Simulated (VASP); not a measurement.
Input of a VASP 6.6.1 run:

Contents of INCAR:

```
PREC = Accurate
ENCUT = 520
EDIFF = 1E-6
ISMEAR = -1
SIGMA = 0.1
LREAL = False
LASPH = True
NELM = 80
ALGO = Normal
ISIF = 2
LWAVE = False
LCHARG = False
GGA = PE
NBANDS = 10
```

File KPOINTS:

```
regular mesh
0
Gamma
  8 8 8
```

The input POSCAR:

```
I
1.0
   -2.1168952583      2.1168952583      2.1168952583
    2.1168952583     -2.1168952583      2.1168952583
    2.1168952583      2.1168952583     -2.1168952583
I
1
Direct
    0.0000000000      0.0000000000      0.0000000000
```

Potentials or basis: VASP PAW PBE potentials, release 64 (I).

Command:

```console
$ cat potpaw_PBE.64/I/POTCAR > POTCAR
$ mpirun -np 1 vasp_std > vasp.out
```

Predict the pressure.

-0.8 GPa.

Caveat: an odd number of electrons without spin polarisation forces a metal; a magnetic or distorted state may lie lower.
